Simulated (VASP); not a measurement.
# N in VASP: single point with PBE+D3(BJ)

Aim: the single point of N with PBE+D3(BJ).

All numbers are computed with VASP 6.6.1; they aren't measurements. Logs are shortened: lines on timing, memory, paths and dates and some standing lists are left out, and cuts for length are marked.

## (1) The cell of the first run

The cell holds a disordered packing, 16 atoms: a = 7.992 Å, b = 7.992 Å, c = 7.992 Å, α = 90.00°, β = 90.00°, γ = 90.00°.

## (2) Single point, PBE+D3(BJ)

INCAR reads:

```
SYSTEM = N
PREC = Accurate
ENCUT = 1000
EDIFF = 1E-6
ISMEAR = -1
SIGMA = 0.02
LREAL = Auto
LASPH = .TRUE.
NELM = 120
ALGO = Normal
ISIF = 2
LWAVE = .FALSE.
LCHARG = .FALSE.
GGA = PE
IVDW = 12
NBANDS = 54
GGA_COMPAT = .FALSE.
```

KPOINTS reads:

```
regular mesh
0
G
  1 1 1
  0 0 0
```

POSCAR reads:

```
N
1.0
    7.9916580000      0.0000000000      0.0000000000
    0.0000000000      7.9916580000      0.0000000000
    0.0000000000      0.0000000000      7.9916580000
N
16
Direct
    0.4310369638      0.9111000496      0.8783283769
    0.4306365463      0.7775482885      0.8310165425
    1.0556382668      0.0177059629      0.1013807147
    0.9557716309     -0.0223232776      0.0202210855
    0.3642172876      0.2682171835      0.1837541096
    0.3997168047      0.3692475329      0.0866778834
    0.7144074484      0.2144611293      0.7731186695
    0.7787870802      0.1602546055      0.6631039516
    0.7936275551      0.0233243214      0.4175353850
    0.8156380065     -0.1098895874      0.4419358286
    1.0192503233      0.5729349279      0.1679125909
    0.8901031551      0.5488347975      0.2041003256
    0.1376560408      0.3586990334      0.7860696742
    0.0554328026      0.4563633729      0.7287599144
    0.4056855286      0.6660570310      0.4853561051
    0.4739316923      0.6344365587      0.3706740203
```

Potentials or basis: VASP PAW PBE potentials, release 64 (N_h).

Run with:

```sh
cat potpaw_PBE.64/N_h/POTCAR > POTCAR
mpirun -np 1 vasp_gam > vasp.out
```

OUTCAR:

```text
SYSTEM = N
   PREC = Accurate
   ENCUT = 1000
   EDIFF = 1E-6
   ISMEAR = -1
   LREAL = Auto
   LASPH = .TRUE.
   NELM = 120
   ISIF = 2
   GGA = PE
   IVDW = 12
 IVDW          = 12

 ion  position               nearest neighbor table
   1  0.431  0.911  0.878-   2 1.13
   2  0.431  0.778  0.831-   1 1.13
   3  0.056  0.018  0.101-   4 1.08
   4  0.956  0.978  0.020-   3 1.08
   5  0.364  0.268  0.184-   6 1.16
   6  0.400  0.369  0.087-   5 1.16
[... 8 lines left out ...]
  15  0.406  0.666  0.485-  16 1.10
  16  0.474  0.634  0.371-  15 1.10

  LATTYP: Found a simple cubic cell.
 ALAT       =     7.9916580000

  Lattice vectors:

 A1 = (   7.9916580000,   0.0000000000,   0.0000000000)
 A2 = (   0.0000000000,   7.9916580000,   0.0000000000)
 A3 = (   0.0000000000,   0.0000000000,   7.9916580000)

Analysis of symmetry for initial positions (statically):
=====================================================================
 Subroutine PRICEL returns:
 Original cell was already a primitive cell.

 Routine SETGRP: Setting up the symmetry group for a
 simple cubic supercell.

 Subroutine GETGRP returns: Found  1 space group operations
 (whereof  1 operations were pure point group operations)
 out of a pool of 48 trial point group operations.

The static configuration has the point symmetry C_1 .

Analysis of symmetry for dynamics (positions and initial velocities):
=====================================================================
 Subroutine PRICEL returns:
 Original cell was already a primitive cell.

 Routine SETGRP: Setting up the symmetry group for a
 simple cubic supercell.

 Subroutine GETGRP returns: Found  1 space group operations
 (whereof  1 operations were pure point group operations)
 out of a pool of 48 trial point group operations.

The dynamic configuration has the point symmetry C_1 .

 Subroutine INISYM returns: Found  1 space group operations
 (whereof  1 operations are pure point group operations),
 and found     1 'primitive' translations

----------------------------------------------------------------------------------------
[... 90 lines left out ...]
   ICHARG =      2    charge: 1-file 2-atom 10-const
   ISPIN  =      1    spin polarized calculation?
   LNONCOLLINEAR =      F non collinear calculations
   LSORBIT =      F    spin-orbit coupling
   LASPH  =      T    aspherical Exc in radial PAW
   ENCUT  = 1000.0 eV  73.50 Ry    8.57 a.u.  20.61 20.61 20.61*2*pi/ulx,y,z
   NELM   =    120;   NELMIN=  2; NELMDL= -5     # of ELM steps
   EDIFF  = 0.1E-05   stopping-criterion for ELM
   LREAL  =      T    real-space projection
   EDIFFG = 0.1E-04   stopping-criterion for IOM
   NSW    =      0    number of steps for IOM
[... 5 lines left out ...]
   TEBEG  =    0.0;   TEEND  =   0.0 temperature during run
   PSTRESS=    0.0 pullay stress
   NELECT =      80.0000    total number of electrons
   NUPDOWN=      -1.0000    fix difference up-down
   EMIN   =  10.00;   EMAX   =-10.00  energy-range for DOS
   EFERMI =   0.00;   METHOD = LEGACY
   ISMEAR =    -1;   SIGMA  =   0.02  broadening in eV -4-tet -1-fermi 0-gaus
   EFERMI_NEDOS =   21; number of points for ismear=-14 and -15
   IALGO  =     38    algorithm
   IMIX   =      4    mixing-type and parameters
     AMIX     =   0.40;   BMIX     =  1.00
     AMIX_MAG =   1.60;   BMIX_MAG =  1.00
  volume/ion in A,a.u.               =      31.90       215.27
  Fermi-wavevector in a.u.,A,eV,Ry     =   0.882676  1.668016 10.600527  0.779117
  Thomas-Fermi vector in A             =   2.003339
   LORBIT       =      0    0 simple, 1 ext, 2 COOP (PROOUT), +10 PAW based schemes
   GGA     = PE    functional components
   LHFCALC =     F    Hartree Fock is set to
   AEXX    =    0.0000 exact exchange contribution
   IVDW    =    12    specifies the selected vdW correction
   LEPSILON=     F    determine dielectric tensor
   LRPA    =     F    only Hartree local field effects (RPA)
 non-spin polarized calculation
  energy-cutoff  :     1000.00
  volume of cell :      510.40
 maximum number of plane-waves:     18225
 NGX is ok and might be reduce to    84
   NGX = 41   NGY = 41   NGZ = 41

 number of electron      80.0000000 magnetization

 Free energy of the ion-electron system (eV)
  ---------------------------------------------------
  ext. energy  EPLUGINS =         0.00000000
  ---------------------------------------------------
  free energy    TOTEN  =      -133.71930841 eV

  energy without entropy =     -133.71930841  energy(sigma->0) =     -133.71930841

 E-fermi :  -6.1477     XC(G=0):  -5.2076

 val. band max:       -6.6438307050   @ k =   0.0000   0.0000   0.0000
 cond. band min:       0.1098609988   @ k =   0.0000   0.0000   0.0000
 fundamental gap:      6.7536917037
 Fermi energy:        -6.1477300630

 k-point     1 :       0.0000    0.0000    0.0000
  band No.  band energies     occupation
      1     -25.9955      2.00000
      2     -25.7550      2.00000
      3     -25.5821      2.00000
      4     -25.5740      2.00000
      5     -25.4392      2.00000
      6     -25.3417      2.00000
[... 44 lines left out ...]
     51       0.8344      0.00000
     52       0.9263      0.00000
 [bands above 52 left out]

------------------------ aborting loop because EDIFF is reached ----------------------------------------

 Edisp (eV)   -0.58513

 E8    (eV) :    -0.1377

  FORCE on cell =-STRESS in cart. coord.  units (eV):
  Direction    XX          YY          ZZ          XY          YZ          ZX
  --------------------------------------------------------------------------------------
  -------------------------------------------------------------------------------------
  Total       3.18595    -5.97500     1.17781     0.90542     5.21796     1.63730
  in kB      10.00089   -18.75590     3.69721     2.84217    16.37950     5.13959
  external pressure =       -1.69 kB  Pullay stress =        0.00 kB

 VOLUME and BASIS-vectors are now :
 -----------------------------------------------------------------------------
  energy-cutoff  :     1000.00
  volume of cell :      510.40
      direct lattice vectors                 reciprocal lattice vectors
     7.991658000  0.000000000  0.000000000     0.125130480  0.000000000  0.000000000
     0.000000000  7.991658000  0.000000000     0.000000000  0.125130480  0.000000000
     0.000000000  0.000000000  7.991658000     0.000000000  0.000000000  0.125130480

 POSITION                                       TOTAL-FORCE (eV/Angst)
 -----------------------------------------------------------------------------------
      3.44470      7.28120      7.01930        -0.020540     -3.545773     -1.261530
      3.44150      6.21390      6.64120         0.034682      3.568798      1.428403
      0.44464      0.14150      0.81020         2.941170      1.171568      2.370436
      7.63820      7.81326      0.16160        -2.926827     -1.186785     -2.423886
      2.91070      2.14350      1.46850         1.567520      4.339874     -4.150957
      3.19440      2.95090      0.69270        -1.506969     -4.371401      4.143693
[... 8 lines left out ...]
      3.24210      5.32290      3.87880        -0.545231      0.190010      0.669991
      3.78750      5.07020      2.96230         0.521642     -0.180133     -0.794157
 -----------------------------------------------------------------------------------
    total drift:                               -0.010289      0.006294     -0.001915

  FREE ENERGIE OF THE ION-ELECTRON SYSTEM (eV)
  ---------------------------------------------------
  free  energy   TOTEN  =      -134.3044424552 eV

  energy  without entropy=     -134.3044424552  energy(sigma->0) =     -134.30444246
```

OSZICAR:

```text
N       E                     dE             d eps       ncg     rms          rms(c)
DAV:   1     0.106081100841E+04    0.10608E+04   -0.51411E+04   108   0.212E+03
DAV:   2     0.925837024350E+02   -0.96823E+03   -0.92838E+03   162   0.345E+02
DAV:   3    -0.131429566319E+03   -0.22401E+03   -0.22306E+03   136   0.178E+02
DAV:   4    -0.140443056991E+03   -0.90135E+01   -0.88821E+01   128   0.420E+01
DAV:   5    -0.140848101689E+03   -0.40504E+00   -0.40286E+00   160   0.764E+00    0.182E+01
DAV:   6    -0.135110247991E+03    0.57379E+01   -0.87963E+00   128   0.117E+01    0.951E+00
DAV:   7    -0.133754121571E+03    0.13561E+01   -0.56800E+00   144   0.903E+00    0.232E+00
DAV:   8    -0.133724034880E+03    0.30087E-01   -0.47106E-01   136   0.313E+00    0.456E-01
DAV:   9    -0.133719697558E+03    0.43373E-02   -0.24480E-02   144   0.750E-01    0.133E-01
DAV:  10    -0.133719690064E+03    0.74944E-05   -0.19936E-03   160   0.222E-01    0.863E-02
DAV:  11    -0.133719396233E+03    0.29383E-03   -0.60557E-04   144   0.153E-01    0.250E-02
DAV:  12    -0.133719351351E+03    0.44882E-04   -0.10221E-04   136   0.549E-02    0.166E-02
DAV:  13    -0.133719313715E+03    0.37636E-04   -0.36612E-05   136   0.341E-02    0.687E-03
DAV:  14    -0.133719310682E+03    0.30332E-05   -0.86913E-06   152   0.163E-02    0.401E-03
DAV:  15    -0.133719308896E+03    0.17858E-05   -0.37587E-06   128   0.121E-02    0.202E-03
DAV:  16    -0.133719308408E+03    0.48839E-06   -0.11476E-06    96   0.678E-03
   1 F= -.13430444E+03 E0= -.13430444E+03  d E =-.174211E-10
```

Wall time 84 s (1 thread of AMD EPYC 9R45 (Zen 5), shared host); peak memory 0.9 GiB.

What came out:

```yaml
Free_energy: -134.3044 eV
Pressure: -0.2 GPa
Largest_force: 6.209 eV/Å
Dispersion_energy_per_atom: -0.037 eV
```

Forces on the atoms (eV/Å):
```
N   -0.021 -3.546 -1.262
N    0.035  3.569  1.428
N    2.941  1.172  2.370
N   -2.927 -1.187 -2.424
N    1.568  4.340 -4.151
N   -1.507 -4.371  4.144
N    0.054 -0.198 -0.410
N   -0.162  1.088  1.879
N   -0.178  0.240 -1.535
N    0.183 -1.127  0.106
N    1.922  0.363 -0.530
N   -1.932 -0.396  0.538
N   -1.252  1.484 -0.900
N    1.299 -1.440  0.870
N   -0.545  0.190  0.670
N    0.522 -0.180 -0.794
```

Stress tensor (GPa, compression positive):
```
 1.00  0.28  0.51
 0.28 -1.88  1.64
 0.51  1.64  0.37
```

Caveat: the k points lie up to 0.79 Å⁻¹ apart.
